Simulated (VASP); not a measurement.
# H6C2O in VASP: further runs

Runs on H6C2O. Level: PBE. Tasks: single point.

Program: VASP 6.6.1. These are calculated values, not measurements. Logs are shortened: lines on timing, memory, paths and dates and some standing lists are left out, and cuts for length are marked.

## 1. The cell of the first run

The cell holds a disordered packing, 36 atoms: a = 7.294 Å, b = 7.294 Å, c = 7.294 Å, α = 90.00°, β = 90.00°, γ = 90.00°.

## 2. Single point, PBE

INCAR reads:

```
ALGO     = Normal         # electronic algorithm
EDIFF    = 1E-6           # SCF threshold, eV
ENCUT    = 520            # plane-wave cutoff, eV
GGA      = PE             # functional
ISIF     = 2              # what is computed and relaxed
ISMEAR   = -1             # smearing method
LASPH    = T              # aspherical terms in the spheres
LCHARG   = F              # write CHGCAR
LREAL    = Auto         
LWAVE    = F              # write WAVECAR
NBANDS   = 64             # bands
NELM     = 80             # most SCF steps
PREC     = Accurate       # precision mode
SIGMA    = 0.02           # smearing width, eV
```

KPOINTS reads:

```
k-points
0
Gamma
  1 1 1
```

POSCAR reads:

```
H6C2O
1.0
    7.2936330000      0.0000000000      0.0000000000
    0.0000000000      7.2936330000      0.0000000000
    0.0000000000      0.0000000000      7.2936330000
C O H
8 4 24
Direct
    0.6715502311      0.7556447151      0.4230502407
    0.4698452873      0.7982482659      0.4460730061
    0.7979603967      0.2723215962      0.6546941882
    0.5912360276      0.2897870201      0.6628928261
    1.0247507262      0.8367185038      0.9323380578
    0.8193061011      0.8036094323      0.9259703993
    0.2465256969      0.2098209444      0.2340262867
    0.1145648994      0.3669441459      0.2007413525
    0.3701302644      0.6274773960      0.4488275750
    0.5420481793      0.3992368927      0.8212485882
    0.7766523832      0.6253615634      0.9964110339
   -0.0309752619      0.3070848849      0.0851285877
    0.2407893763      0.6557386574      0.4377616871
    0.4445442437      0.8742415952      0.5751228878
    0.4221637369      0.8850090046      0.3311915692
    0.7517689631      0.8833995998      0.4215644017
    0.7209949897      0.6693549675      0.5360612002
    0.6956970889      0.6831470399      0.2933113775
    0.4094865989      0.4152855852      0.8220750600
    0.5380538458      0.3566307261      0.5386676735
    0.5270704417      0.1531962587      0.6760832129
    0.8373701673      0.1939585546      0.5319972415
    0.8626783875      0.4083466365      0.6447061318
    0.8527887928      0.2045336634      0.7771985345
    0.6797942922      0.5660041641      0.9234954081
    0.7490081997      0.9090394322      1.0092504790
    0.7687970038      0.8168492858      0.7841725279
    1.0558017949      0.9790464970      0.8945842701
    1.0765833751      0.8152067644      1.0720782213
    1.0982186564      0.7432275388      0.8395305156
   -0.0992545859      0.4189445925      0.0506432810
    0.0591706802      0.4157110899      0.3340719766
    0.1888588321      0.4835271744      0.1375412542
    0.3618636695      0.2560335463      0.3188833642
    0.1763598060      0.0962088191      0.3045370663
    0.3019307124      0.1580772456      0.1036605158
```

Potentials or basis: VASP PAW PBE potentials, release 64 (C, O, H).

Command:

```sh
cat potpaw_PBE.64/C/POTCAR potpaw_PBE.64/O/POTCAR potpaw_PBE.64/H/POTCAR > POTCAR
mpirun -np 1 vasp_gam > vasp.out
```

OUTCAR:

```text
EDIFF = 1E-6
   ENCUT = 520
   GGA = PE
   ISIF = 2
   ISMEAR = -1
   LASPH = T
   LREAL = Auto
   NELM = 80
   PREC = Accurate

 ion  position               nearest neighbor table
   1  0.672  0.756  0.423-  17 1.10  18 1.10  16 1.10   2 1.51
   2  0.470  0.798  0.446-  15 1.11  14 1.11   9 1.44   1 1.51
   3  0.798  0.272  0.655-  24 1.10  22 1.10  23 1.10   4 1.51
   4  0.591  0.290  0.663-  20 1.10  21 1.10  10 1.45   3 1.51
   5  0.025  0.837  0.932-  28 1.10  29 1.10  30 1.10   6 1.52
   6  0.819  0.804  0.926-  27 1.10  26 1.11  11 1.43   5 1.52
   7  0.247  0.210  0.234-  34 1.10  36 1.10  35 1.10   8 1.52
   8  0.115  0.367  0.201-  33 1.11  32 1.11  12 1.42   7 1.52
   9  0.370  0.627  0.449-  13 0.97   2 1.44
  10  0.542  0.399  0.821-  19 0.97   4 1.45
  11  0.777  0.625  0.996-  25 0.98   6 1.43
  12  0.969  0.307  0.085-  31 0.99   8 1.42
  13  0.241  0.656  0.438-   9 0.97
  14  0.445  0.874  0.575-   2 1.11
  15  0.422  0.885  0.331-   2 1.11
  16  0.752  0.883  0.422-   1 1.10
  17  0.721  0.669  0.536-   1 1.10
[... 17 lines left out ...]
  35  0.176  0.096  0.305-   7 1.10
  36  0.302  0.158  0.104-   7 1.10

  LATTYP: Found a simple cubic cell.
 ALAT       =     7.2936330000

  Lattice vectors:

 A1 = (   7.2936330000,   0.0000000000,   0.0000000000)
 A2 = (   0.0000000000,   7.2936330000,   0.0000000000)
 A3 = (   0.0000000000,   0.0000000000,   7.2936330000)

Analysis of symmetry for initial positions (statically):
=====================================================================
 Subroutine PRICEL returns:
 Original cell was already a primitive cell.

 Routine SETGRP: Setting up the symmetry group for a
 simple cubic supercell.

 Subroutine GETGRP returns: Found  1 space group operations
 (whereof  1 operations were pure point group operations)
 out of a pool of 48 trial point group operations.

The static configuration has the point symmetry C_1 .

Analysis of symmetry for dynamics (positions and initial velocities):
=====================================================================
 Subroutine PRICEL returns:
 Original cell was already a primitive cell.

 Routine SETGRP: Setting up the symmetry group for a
 simple cubic supercell.

 Subroutine GETGRP returns: Found  1 space group operations
 (whereof  1 operations were pure point group operations)
 out of a pool of 48 trial point group operations.

[... 146 lines left out ...]
   EDIFFG = 0.1E-04   stopping-criterion for IOM
   NSW    =      0    number of steps for IOM
   IBRION =     -1    ionic relax: 0-MD 1-quasi-New 2-CG
   NFREE  =      0    steps in history (QN), initial steepest desc. (CG)
   ISIF   =      2    stress and relaxation
   ISYM   =      2    0-nonsym 1-usesym 2-fastsym
   POTIM  = 0.5000    time-step for ionic-motion
   TEBEG  =    0.0;   TEEND  =   0.0 temperature during run
   PSTRESS=    0.0 pullay stress
   NELECT =      80.0000    total number of electrons
   NUPDOWN=      -1.0000    fix difference up-down
   EMIN   =  10.00;   EMAX   =-10.00  energy-range for DOS
   EFERMI =   0.00;   METHOD = LEGACY
   ISMEAR =    -1;   SIGMA  =   0.02  broadening in eV -4-tet -1-fermi 0-gaus
   EFERMI_NEDOS =   21; number of points for ismear=-14 and -15
   IALGO  =     38    algorithm
   IMIX   =      4    mixing-type and parameters
     AMIX     =   0.40;   BMIX     =  1.00
     AMIX_MAG =   1.60;   BMIX_MAG =  1.00
  volume/ion in A,a.u.               =      10.78        72.73
  Fermi-wavevector in a.u.,A,eV,Ry     =   0.967151  1.827650 12.726630  0.935381
  Thomas-Fermi vector in A             =   2.097013
   LORBIT       =      0    0 simple, 1 ext, 2 COOP (PROOUT), +10 PAW based schemes
   GGA     = PE    functional components
   LHFCALC =     F    Hartree Fock is set to
   AEXX    =    0.0000 exact exchange contribution
   IVDW    =     0    specifies the selected vdW correction
   LEPSILON=     F    determine dielectric tensor
   LRPA    =     F    only Hartree local field effects (RPA)
 non-spin polarized calculation
  energy-cutoff  :      520.00
  volume of cell :      388.00
 maximum number of plane-waves:      5198
 NGX is ok and might be reduce to    54
   NGX = 27   NGY = 27   NGZ = 27

 number of electron      79.9999994 magnetization

 Free energy of the ion-electron system (eV)
  ---------------------------------------------------
  ext. energy  EPLUGINS =         0.00000000
  ---------------------------------------------------
  free energy    TOTEN  =      -188.14474103 eV

  energy without entropy =     -188.14474103  energy(sigma->0) =     -188.14474103

 E-fermi :  -2.1027     XC(G=0):  -6.4593

 val. band max:       -2.6555469716   @ k =   0.0000   0.0000   0.0000
 cond. band min:       1.7431843012   @ k =   0.0000   0.0000   0.0000
 fundamental gap:      4.3987312728
 Fermi energy:        -2.1027054790

 k-point     1 :       0.0000    0.0000    0.0000
  band No.  band energies     occupation
      1     -22.7478      2.00000
      2     -22.4245      2.00000
      3     -22.2008      2.00000
      4     -21.7193      2.00000
      5     -15.6057      2.00000
      6     -15.4268      2.00000
[... 44 lines left out ...]
     51       5.2349      0.00000
     52       5.6580      0.00000
 [bands above 52 left out]

------------------------ aborting loop because EDIFF is reached ----------------------------------------

  FORCE on cell =-STRESS in cart. coord.  units (eV):
  Direction    XX          YY          ZZ          XY          YZ          ZX
  --------------------------------------------------------------------------------------
  -------------------------------------------------------------------------------------
  Total        0.8066261      0.6968731      1.2346123     -0.1187645      0.1882338      1.1539170
  in kB        3.3308198      2.8776142      5.0981130     -0.4904170      0.7772780      4.7648961
  external PRESSURE =       3.7688490 kB  Pullay stress =       0.0000000 kB

 VOLUME and BASIS-vectors are now :
 -----------------------------------------------------------------------------
  energy-cutoff  :      520.00
  volume of cell :      388.00
      direct lattice vectors                 reciprocal lattice vectors
     7.293633000  0.000000000  0.000000000     0.137105884  0.000000000  0.000000000
     0.000000000  7.293633000  0.000000000     0.000000000  0.137105884  0.000000000
     0.000000000  0.000000000  7.293633000     0.000000000  0.000000000  0.137105884

 POSITION                                       TOTAL-FORCE (eV/Angst)
 -----------------------------------------------------------------------------------
      4.89804      5.51140      3.08557         0.031018     -0.007145      0.009868
      3.42688      5.82213      3.25349         0.006371      0.111367     -0.022349
      5.82003      1.98621      4.77510         0.021780      0.031215     -0.033347
      4.31226      2.11360      4.83490         0.020818     -0.057601     -0.051111
      0.18052      6.10272      6.80013         0.029380     -0.011806      0.012719
      5.97572      5.86123      6.75369         0.021626      0.148675     -0.020615
[... 28 lines left out ...]
      1.28630      0.70171      2.22118         0.022766      0.043695     -0.038032
      2.20217      1.15296      0.75606        -0.009029      0.003594      0.026328
 -----------------------------------------------------------------------------------
    total drift:                                0.032701     -0.013391      0.009631

  FREE ENERGIE OF THE ION-ELECTRON SYSTEM (eV)
  ---------------------------------------------------
  free  energy   TOTEN  =      -188.1447410255 eV

  energy  without entropy=     -188.1447410255  energy(sigma->0) =     -188.14474103
```

OSZICAR:

```text
N       E                     dE             d eps       ncg     rms          rms(c)
DAV:   1     0.567242233135E+03    0.56724E+03   -0.39811E+04   128   0.111E+03
DAV:   2    -0.135973807631E+03   -0.70322E+03   -0.67485E+03   176   0.254E+02
DAV:   3    -0.205440924011E+03   -0.69467E+02   -0.69031E+02   160   0.865E+01
DAV:   4    -0.206998977212E+03   -0.15581E+01   -0.15516E+01   168   0.147E+01
DAV:   5    -0.207036617699E+03   -0.37640E-01   -0.37605E-01   168   0.217E+00    0.235E+01
DAV:   6    -0.190915346649E+03    0.16121E+02   -0.29836E+01   160   0.180E+01    0.114E+01
DAV:   7    -0.188569811958E+03    0.23455E+01   -0.49843E+00   160   0.776E+00    0.592E+00
DAV:   8    -0.188146356744E+03    0.42346E+00   -0.10094E+00   160   0.425E+00    0.118E+00
DAV:   9    -0.188131519926E+03    0.14837E-01   -0.12639E-01   160   0.160E+00    0.527E-01
DAV:  10    -0.188142425760E+03   -0.10906E-01   -0.30151E-02   144   0.660E-01    0.251E-01
DAV:  11    -0.188143831094E+03   -0.14053E-02   -0.37045E-03   160   0.301E-01    0.142E-01
DAV:  12    -0.188144816850E+03   -0.98576E-03   -0.27242E-03   144   0.232E-01    0.585E-02
DAV:  13    -0.188144759828E+03    0.57022E-04   -0.48920E-04   168   0.982E-02    0.318E-02
DAV:  14    -0.188144746104E+03    0.13724E-04   -0.11712E-04   144   0.454E-02    0.128E-02
DAV:  15    -0.188144742828E+03    0.32764E-05   -0.24282E-05   152   0.230E-02    0.792E-03
DAV:  16    -0.188144741203E+03    0.16246E-05   -0.64475E-06   160   0.115E-02    0.286E-03
DAV:  17    -0.188144741025E+03    0.17766E-06   -0.20629E-06   128   0.684E-03
   1 F= -.18814474E+03 E0= -.18814474E+03  d E =-.113307E-11
```

stdout:

```text
POSCAR found type information on POSCAR C O H
 POSCAR found :  3 types and      36 ions
 scaLAPACK will be used
 LDA part: xc-table for (Slater+PW92), standard interpolation
 POSCAR, INCAR and KPOINTS ok, starting setup
 FFT: planning ... GRIDC
 FFT: planning ... GRID_SOFT
 FFT: planning ... GRID
 WAVECAR not read
 entering main loop
```

Wall time 64 s (1 thread of Intel Xeon 8259CL, shared host); peak memory 0.36 GiB.

Results:

```yaml
Free_energy: -188.1447 eV
Pressure: 0.4 GPa
Largest_force: 0.231 eV/Å
Band_gap_on_the_k_mesh: 4.40 eV
```

Forces on the atoms (eV/Å):
```
C    0.031 -0.007  0.010
C    0.006  0.111 -0.022
C    0.022  0.031 -0.033
C    0.021 -0.058 -0.051
C    0.029 -0.012  0.013
C    0.022  0.149 -0.021
C   -0.005 -0.019  0.025
C    0.105  0.012  0.048
O    0.051  0.031  0.061
O   -0.119  0.007  0.071
O    0.156  0.004  0.135
O    0.015  0.084 -0.035
H   -0.119 -0.029 -0.019
H    0.002 -0.021 -0.064
H    0.019 -0.079  0.094
H   -0.030 -0.030 -0.004
H   -0.018  0.027 -0.033
H    0.004  0.001  0.000
H    0.100  0.043 -0.052
H   -0.019 -0.006 -0.003
H    0.008  0.033 -0.002
H   -0.024  0.014  0.052
H   -0.027 -0.064  0.003
H    0.005  0.010 -0.003
H   -0.172 -0.124 -0.091
H    0.011 -0.021 -0.013
H    0.002 -0.008  0.013
H    0.002 -0.009 -0.010
H    0.004 -0.001 -0.007
H    0.005 -0.012 -0.007
H   -0.055 -0.020 -0.032
H    0.018 -0.001 -0.043
H   -0.012 -0.058  0.050
H   -0.051 -0.026 -0.020
H    0.023  0.044 -0.038
H   -0.009  0.004  0.026
```

Caveat: the k points lie up to 0.86 Å⁻¹ apart, too coarse for converged energies, forces and pressures.

(Part 1 of 2 ends here.)
